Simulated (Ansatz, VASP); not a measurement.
One calculation of Si, two programs

INCAR

```
ALGO = Normal ; EDIFF = 1E-7
ENCUT = 520 ; GGA = PE
ISIF = 2 ; ISMEAR = 0
LASPH = T ; LCHARG = T
LELF = T ; LREAL = F
LVHAR = T ; LWAVE = F
NBANDS = 16 ; NELM = 80
PREC = Accurate ; SIGMA = 0.05
```

Contents of KPOINTS:

```
k-points
0
Gamma
  12 12 6
```

Contents of POSCAR:

```
Si
1.0
    3.7261315656      0.0000000000      0.0000000000
   -1.8630657828      3.2269245936      0.0000000000
    0.0000000000      0.0000000000      6.7986996546
Si
4
Direct
    0.3333333333      0.6666666667      0.0817861204
    0.6666666667      0.3333333333      0.5817861204
    0.3333333333      0.6666666667      0.4182138796
    0.6666666667      0.3333333333      0.9182138796
```

Input for Ansatz:

```yaml
crystal:
  lattice:
    - [3.7261315656, 0.0, 0.0]
    - [-1.8630657828, 3.2269245936, 0.0]
    - [0.0, 0.0, 6.7986996546]
  atoms:
    - { symbol: Si, position: [0.3333333333, 0.6666666667, 0.0817861204] }
    - { symbol: Si, position: [0.6666666667, 0.3333333333, 0.5817861204] }
    - { symbol: Si, position: [0.3333333333, 0.6666666667, 0.4182138796] }
    - { symbol: Si, position: [0.6666666667, 0.3333333333, 0.9182138796] }
basis:
  ecutwfc: 420
kpoints:
  mp_grid: { grid: [12, 12, 6] }
hamiltonian:
  xc: pbe
  pseudopotentials: { kind: paw, azcp: { folder: soft_1 } }
scf:
  occupations: { method: gaussian, width: 0.05 }
output:
  forces: true
  stress: true
  eigenvalues: true
```

Alike in both runs: task single point; functional PBE; k mesh 12 × 12 × 6; occupations gaussian, width 0.05 eV; no spin polarisation.

|  | VASP | Ansatz |
| --- | --- | --- |
| version | VASP 6.6.1 | Ansatz 0.2.0 |
| potentials or method | VASP PAW PBE potentials, release 64 (Si), cutoff 520 eV | scalar-relativistic, plane waves, PAW |
| valence electrons in the cell | 16 | 16 |

```tsv
	VASP	Ansatz	Ansatz less VASP
gap on the k mesh at the Fermi level (eV)	none	none	-
pressure (GPa)	-1.4	-1.3	+0.06
traceless stress, the component that is largest in VASP (GPa)	-4.80	-4.71	+0.094
rms of the force components (eV/Å)	1.390	1.394	+0.0037
```

Atom by atom the forces differ by 0.004 eV/Å (rms over components). A gap of «none» marks a metal or a gap that the smearing closes.
